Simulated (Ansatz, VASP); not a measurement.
**EuS in VASP and in Ansatz**

Contents of INCAR:

```
ALGO = Normal
EDIFF = 1E-6
ENCUT = 600
GGA = PE
GGA_COMPAT = F
ISIF = 2
ISMEAR = 0
ISPIN = 2
LASPH = T
LCHARG = F
LDAU = T
LDAUJ = 0 0
LDAUL = 3 -1
LDAUPRINT = 1
LDAUTYPE = 2
LDAUU = 4 0
LMAXMIX = 6
LORBIT = 11
LREAL = F
LWAVE = F
MAGMOM = 7 0
NBANDS = 22
NELM = 200
PREC = Accurate
SIGMA = 0.1
```

Contents of KPOINTS:

```
k-points
0
Gamma
  10 10 10
```

POSCAR

```
EuS
1.0
    0.0000000000      2.9785000000      2.9785000000
    2.9785000000      0.0000000000      2.9785000000
    2.9785000000      2.9785000000      0.0000000000
Eu S
1 1
Direct
    0.0000000000      0.0000000000      0.0000000000
    0.5000000000      0.5000000000      0.5000000000
```

Input for Ansatz:

```yaml
crystal:
  lattice:
    - [0.0, 2.9785, 2.9785]
    - [2.9785, 0.0, 2.9785]
    - [2.9785, 2.9785, 0.0]
  atoms:
    - { symbol: Eu, position: [0.0, 0.0, 0.0] }
    - { symbol: S, position: [0.5, 0.5, 0.5] }
kpoints:
  mp_grid:
    grid: [10, 10, 10]
    shift: [0.0, 0.0, 0.0]
hamiltonian:
  xc: pbe
  hubbard:
    - { species: Eu, l: f, u_eff: 4.0 }
magnetization:
  spin_polarized: true
  per_species:
    Eu: 7.0
scf:
  occupations:
    method: gaussian
output:
  eigenvalues: true
```

Alike in both runs: task single point; functional PBE; k mesh 10 × 10 × 10; collinear spin; Hubbard terms Eu f U = 4.0 eV.

|  | VASP | Ansatz |
| --- | --- | --- |
| version | VASP 6.6.1 | Ansatz 0.2.0 |
| potentials or method | VASP PAW PBE potentials, release 64 (Eu, S) | plane waves, PAW |
| plane-wave cutoff (eV) | 600 | 420 |
| occupations | gaussian, width 0.1 eV | gaussian |
| valence electrons in the cell | 23 | 23 |

Ansatz gave:

```
gap on the k mesh at the Fermi level (eV)                     : none
net moment per atom (μB)                                      : 3.50
size of the moment on the site where the two differ most (μB) : 6.85
```

What did VASP give for the same quantities?

gap on the k mesh at the Fermi level (eV): none; net moment per atom (μB): 3.50; size of the moment on the site where the two differ most (μB): 6.69.

Site moments also hang on the region over which each program counts them. The programs project onto different local orbitals, so the same U acts differently, and such runs can settle in different states. A gap of «none» marks a metal or a gap that the smearing closes. Ansatz's warnings: stability check not made.

Spin-orbit coupling is off throughout.
